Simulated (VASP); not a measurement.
A run of VASP 6.6.1 is set up as follows.

Contents of POSCAR:

```
Cu3Ni2
1.0
    2.5168841107     -0.0000000028      0.0000000000
   -1.2584420529      2.1796855797      0.0000000000
    0.0000000000      0.0000000000     20.8819375268
Cu Ni
6 4
Direct
    0.3333333333      0.6666666667      0.0000000000
    0.6666666667      0.3333333333      0.6989853801
    0.6666666667      0.3333333333      0.8978381044
    0.6666666667      0.3333333333      0.1021618956
    0.6666666667      0.3333333333      0.3010146199
    0.6666666667      0.3333333333      0.5000000000
    0.3333333333      0.6666666667      0.5995146131
    0.3333333333      0.6666666667      0.7986203889
    0.3333333333      0.6666666667      0.2013796111
    0.3333333333      0.6666666667      0.4004853869
```

Contents of INCAR.step1:

```
  PREC = Accurate
  ENCUT = 520
  ISMEAR = 0
  SIGMA = 0.1
  LREAL = F
  LASPH = T
  NELM = 60
  NBANDS = 64
  GGA = PE
  ALGO = Normal
  EDIFF = 1E-4
  LWAVE = T
  LCHARG = F
```

Contents of INCAR.step2:

```
  PREC = Accurate
  ENCUT = 520
  EDIFF = 1E-6
  ISMEAR = 0
  SIGMA = 0.1
  LREAL = F
  LASPH = T
  NELM = 60
  ALGO = Normal
  ISIF = 2
  LWAVE = F
  LCHARG = F
  METAGGA = R2SCAN
  LMIXTAU = T
  NBANDS = 64
  ISTART = 1
```

The input KPOINTS:

```
Automatic mesh
0
Gamma
  18 18 2
```

Potentials or basis: VASP PAW PBE potentials, release 64 (Cu, Ni).

Command:

```sh
$ cat potpaw_PBE.64/Cu/POTCAR potpaw_PBE.64/Ni/POTCAR > POTCAR
$ cp INCAR.step1 INCAR
$ mpirun -np 1 vasp_std > vasp.out
$ cp INCAR.step2 INCAR
$ mpirun -np 1 vasp_std > vasp.out
```

(1) Predict the largest force.

(2) Estimate the pressure.

Answers

(1) 0.033 eV/Å.

(2) -6.6 GPa.

Caveat: the cell stands under tension; the PAW data sets were made with another functional, which shifts forces and pressure a little.
